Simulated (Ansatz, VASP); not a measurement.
# Si in VASP and in Ansatz

```
Si
1.0
     1.30425   -2.25902    0.00000
     0.00000    0.00000   -2.47076
     8.34717    3.61443    0.00000
Si
4
Direct
  0.65000 0.00000 0.87500
  0.45000 0.00000 0.12500
  0.85000 0.00000 0.37500
  0.25000 0.00000 0.62500
```

Alike in both runs: task single point; functional LDA; k mesh 22 × 24 × 7; occupations gaussian, width 0.15 eV; no spin polarisation.

|  | VASP | Ansatz |
| --- | --- | --- |
| version | VASP 6.6.1 | Ansatz 0.2.0 |
| potentials or method | VASP PAW LDA potentials, release 64 (Si), cutoff 520 eV | scalar-relativistic, plane waves, PAW |
| valence electrons in the cell | 16 | 16 |

|  | VASP | Ansatz | Ansatz less VASP |
| --- | --- | --- | --- |
| gap on the k mesh at the Fermi level (eV) | none | none | - |
| pressure (GPa) | 3.1 | 3.0 | -0.10 |
| traceless stress, the component that is largest in VASP (GPa) | 4.14 | 4.13 | -0.008 |
| rms of the force components (eV/Å) | 0.551 | 0.550 | -0.0015 |

LDA's correlation is that of Perdew and Zunger in VASP and of Perdew and Wang (1992) in Ansatz. Atom by atom the forces differ by 0.002 eV/Å (rms over components). A gap of «none» marks a metal or a gap that the smearing closes.
